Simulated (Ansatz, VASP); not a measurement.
**As7Ir: VASP beside Ansatz**

Contents of INCAR:

```
PREC = Accurate ; ENCUT = 600
EDIFF = 1E-6 ; ISMEAR = 0
SIGMA = 0.1 ; LREAL = F
LASPH = T ; NELM = 80
ALGO = Normal ; ISIF = 3
LWAVE = F ; LCHARG = F
GGA = PE ; IBRION = 2
NSW = 90 ; EDIFFG = -0.04
```

KPOINTS

```
Automatic mesh
0
Gamma
  3 3 4
```

The input POSCAR:

```
As7Ir
1.0
    7.9686745700      0.0000000000      0.0000000000
   -3.9843372850      6.9010746121      0.0000000000
    0.0000000000      0.0000000000      4.6021295004
As Ir
7 1
Direct
    0.3539926889      0.0000000000      0.0000000000
    0.0000000000      0.3539926889      0.0000000000
    0.6460073111      0.6460073111      0.0000000000
    0.6460073111      0.0000000000      0.0000000000
    0.0000000000      0.6460073111      0.0000000000
    0.3539926889      0.3539926889      0.0000000000
    0.0000000000      0.0000000000      0.0000000000
    0.0000000000      0.0000000000      0.5000000000
```

Input for Ansatz:

```yaml
crystal:
  lattice:
    - [7.96867457, 0.0, 0.0]
    - [-3.984337285, 6.9010746121, 0.0]
    - [0.0, 0.0, 4.6021295004]
  atoms:
    - { symbol: As, position: [0.3539926889, 0.0, 0.0] }
    - { symbol: As, position: [0.0, 0.3539926889, 0.0] }
    - { symbol: As, position: [0.6460073111, 0.6460073111, 0.0] }
    - { symbol: As, position: [0.6460073111, 0.0, 0.0] }
    - { symbol: As, position: [0.0, 0.6460073111, 0.0] }
    - { symbol: As, position: [0.3539926889, 0.3539926889, 0.0] }
    - { symbol: As, position: [0.0, 0.0, 0.0] }
    - { symbol: Ir, position: [0.0, 0.0, 0.5] }
basis:
  ecutwfc: 420
kpoints:
  mp_grid: { grid: [3, 3, 4] }
hamiltonian:
  xc: pbe
scf:
  occupations: { method: gaussian, width: 0.1 }
  lower_state_search: "off"
output:
  forces: true
  stress: true
  eigenvalues: true
relax:
  adjacent_minimum: "off"
  f_tol: 0.04
  max_steps: 70
  cell: { stress_tol: 0.4 }
```

Alike in both runs: task relaxation of cell and atoms; functional PBE; k mesh 3 × 3 × 4; occupations gaussian, width 0.1 eV; no spin polarisation.

|  | VASP | Ansatz |
| --- | --- | --- |
| version | VASP 6.6.1 | Ansatz 0.2.0 |
| potentials or method | VASP PAW PBE potentials, release 64 (As, Ir), cutoff 600 eV | scalar-relativistic, plane waves, PAW |
| valence electrons in the cell | 44 | 122 |

|  | VASP | Ansatz | Ansatz less VASP |
| --- | --- | --- | --- |
| gap on the k mesh at the Fermi level, each at its own relaxed structure (eV) | 0.20 | 0.18 | -0.019 |
| relaxed volume (Å³/atom) | 31.58 | 31.41 | -0.174 |
| relaxed length of the cell vector where the two differ most in proportion (Å) | 4.577 | 4.563 | -0.0134 |

VASP's potentials hold 44 valence electrons a cell and Ansatz's 122, so a difference there can come from the potentials and not from the codes.

Neither program's run includes spin-orbit coupling.
